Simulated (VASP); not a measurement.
Ga, 4 atoms in the cell. Symmetry: P6_3/mmc, No. 194, hexagonal system. Conventional cell: a = 3.086 Å, b = 3.086 Å, c = 9.952 Å, α = 90.00°, β = 90.00°, γ = 120.00°. Within 4.0 Å of Ga (site symmetry -3m) lie 12 Ga at 3.06 to 3.09 Å. Within 4.0 Å of Ga (site symmetry -6m2) lie 12 Ga at 3.06 to 3.09 Å. This isn't the form of Ga at room conditions, which is orthorhombic.

```yaml
Program: VASP 6.6.1
Task: relaxation of cell and atoms
Functional: r2SCAN
Potentials_or_basis: VASP PAW PBE potentials, release 64 (Ga_d)
Cutoff: 600 eV
k_mesh: 6 × 6 × 2
Occupations: gaussian, width 0.1 eV
Spin: no spin polarisation
Dipole_correction: no
Further_INCAR_settings: ALGO = Normal; EDIFF = 1e-06; IBRION = 2; EDIFFG = -0.04; NSW = 90; ISIF = 3
```

Potentials or basis: VASP PAW PBE potentials, release 64 (Ga_d).

Command:

```bash
$ cat potpaw_PBE.64/Ga_d/POTCAR > POTCAR
$ cp INCAR.step1 INCAR
$ mpirun -np 1 vasp_std > vasp.out
$ cp INCAR.step2 INCAR
$ mpirun -np 1 vasp_std > vasp.out
```

Hardware: 1 thread of Intel(R) Xeon(R) Platinum 8488C (Sapphire Rapids) (shared host).

Estimate the wall time of this run.

Run time: 9.9 min on 1 thread of Intel(R) Xeon(R) Platinum 8488C (Sapphire Rapids) (shared host), peak memory 0.26 GiB. Counts: k points 14, ion steps 6.
